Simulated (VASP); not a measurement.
Set up this calculation in VASP 6.6.1, as the native input.

```
Task                   : single point
Functional             : PBEsol
Potentials or basis    : VASP PAW PBE potentials, release 64 (W_sv, Se)
Cutoff                 : 520 eV
k mesh                 : 12 × 12 × 2
Occupations            : gaussian, width 0.01 eV
Spin                   : no spin polarisation
Dipole correction      : no
Further INCAR settings : ALGO = Normal; EDIFF = 1e-06; NBANDS = 35
```

The structure of WSe2 lies in POSCAR:

```
WSe2
1.0
    3.2711586031      0.0000000000      0.0000000000
   -1.6355793016      2.8329064501      0.0000000000
    0.0000000000      0.0000000000     13.2230985096
W Se
2 4
Direct
    0.3333333333      0.6666666667      0.2500000000
    0.6666666667      0.3333333333      0.7500000000
    0.3333333333      0.6666666667      0.6233903358
    0.6666666667      0.3333333333      0.1233903358
    0.3333333333      0.6666666667      0.8766096642
    0.6666666667      0.3333333333      0.3766096642
```

One way to write it, as run:

INCAR

```
PREC = Accurate ; ENCUT = 520
EDIFF = 1E-6 ; ISMEAR = 0
SIGMA = 0.01 ; LREAL = F
LASPH = T ; NELM = 80
ALGO = Normal ; ISIF = 2
LWAVE = F ; LCHARG = F
GGA = PS ; NBANDS = 35
```

KPOINTS

```
Automatic mesh
0
Gamma
  12 12 2
```

Potentials or basis: VASP PAW PBE potentials, release 64 (W_sv, Se).

Run with:

```sh
$ cat potpaw_PBE.64/W_sv/POTCAR potpaw_PBE.64/Se/POTCAR > POTCAR
$ mpirun -np 1 vasp_std > vasp.out
```

Results of the run:

- Pressure: 0.4 GPa
- Largest force: 0.061 eV/Å
- Band gap on the k mesh: 1.04 eV, indirect (least direct gap 1.59 eV)

Caveat: the PAW data sets were made with another functional, which shifts forces and pressure a little; spin-orbit coupling is left out, which moves the levels of the heavy elements; this functional lacks dispersion, which binds the layers, so the pressure and a relaxed spacing across them are unreliable.

Wall time 5.1 min on 1 thread of AMD EPYC 7R13 (shared host), peak memory 0.27 GiB.
